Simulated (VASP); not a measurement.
**SiSe: single point with PBEsol-based screened hybrid with 25 % exact exchange**

The system is SiSe.

```
Si Se
1.0
     3.51128    0.00000    0.00000
    -1.75564    3.04086    0.00000
     0.00000    0.00000    3.54341
Si Se
1 1
Direct
  0.66667 0.33333 0.50000
  0.00000 0.00000 0.00000
```

```yaml
Program: VASP 6.6.1
Task: single point
Functional: PBEsol-based screened hybrid with 25 % exact exchange
Potentials_or_basis: VASP PAW PBE potentials, release 64 (Si, Se)
Cutoff: 520 eV
k_mesh: 5 × 5 × 4
Occupations: fermi-dirac, width 0.05 eV
Spin: no spin polarisation
```

```
Pressure               : -0.1 GPa
Band gap on the k mesh : zero (bands 5 and 6 overlap by 3.89 eV)
```

Levels at points of the mesh, in eV from the Fermi level:
```csv
k point,band 3,band 4,band 5,band 6,band 7,band 8
"(0.00, 0.00, 0.00)",-5.04,-2.69,-2.69,3.08,3.08,3.33
"(0.00, 0.00, 0.50)",-1.46,-1.46,1.86,2.47,2.97,2.97
```

Run time: 5.1 min on 1 thread of Intel(R) Xeon(R) Platinum 8259CL CPU @ 2.50GHz (Skylake/Cascade Lake), with other jobs on the host, peak memory 0.27 GiB.

Caveat: the k points lie up to 0.44 Å⁻¹ apart, too coarse for converged energies and pressures of a metal; the PAW data sets were made with another functional, which shifts forces and pressure a little.
